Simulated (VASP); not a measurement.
A run of VASP 6.6.1 is set up as follows.

INCAR

```
  ALGO = Normal
  EDIFF = 1E-6
  ENCUT = 520
  GGA = PE
  ISIF = 2
  ISMEAR = -1
  LASPH = True
  LCHARG = False
  LREAL = False
  LWAVE = False
  NBANDS = 19
  NELM = 80
  PREC = Accurate
  SIGMA = 0.06122561905347299
```

The input KPOINTS:

```
k-points
0
Gamma
  13 13 13
```

File POSCAR:

```
Hg
1.0
    0.0000000000      3.8373086339      3.8373086339
    3.8373086339      0.0000000000      3.8373086339
    3.8373086339      3.8373086339      0.0000000000
Hg
2
Direct
    0.0000000000      0.0000000000      0.0000000000
    0.2500000000      0.2500000000      0.2500000000
```

Potentials or basis: VASP PAW PBE potentials, release 64 (Hg).

Run with:

```bash
$ cat potpaw_PBE.64/Hg/POTCAR > POTCAR
$ mpirun -np 1 vasp_std > vasp.out
```

**Question.** Estimate the pressure.

**Answer.** 0.0 GPa.

**Question.** What does it give for the band gap on the k mesh?

**Answer.** 0.47 eV (least direct gap 2.94 eV).

Caveat: spin-orbit coupling is left out, which moves the levels of the heavy elements; an odd mesh through Γ misses points on the zone boundary, where band edges can lie.
